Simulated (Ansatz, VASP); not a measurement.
# SrTiO3: VASP beside Ansatz

```
Sr Ti O
1.0
     3.93640    0.00000    0.00000
     0.00000    3.93640    0.05905
     0.00000    0.05905    3.93640
Sr Ti O
1 1 3
Direct
  0.00000 0.00000 0.00000
  0.50000 0.50000 0.50000
  0.00000 0.50000 0.50000
  0.50000 0.00000 0.50000
  0.50000 0.50000 0.00000
```

Change from the starting cell: strain +0.0300 x Voigt [0, 0, 0, 1, 0, 0], atoms carried along.

Alike in both runs: task single point; functional PBE; k mesh 8 × 8 × 8; occupations gaussian, width 0.05 eV; no spin polarisation.

```csv
,VASP,Ansatz
version,VASP 6.6.1,Ansatz 0.2.0
potentials or method,"VASP PAW PBE potentials, release 64 (Sr_sv, Ti_sv, O), cutoff 520 eV","scalar-relativistic, plane waves, PAW"
valence electrons in the cell,40,40
```

VASP gave:

- gap on the k mesh at the Fermi level (eV): 1.74
- least direct gap on the mesh (eV): 2.04
- pressure (GPa): 0.7
- traceless stress, the component that is largest in VASP (GPa): -3.31

Task: Estimate Ansatz's values.

Result: gap on the k mesh at the Fermi level (eV): 1.77; least direct gap on the mesh (eV): 2.06; pressure (GPa): 0.1; traceless stress, the component that is largest in VASP (GPa): -3.30.

The functional is the same, so the differences come from potentials, cutoffs and numerics.
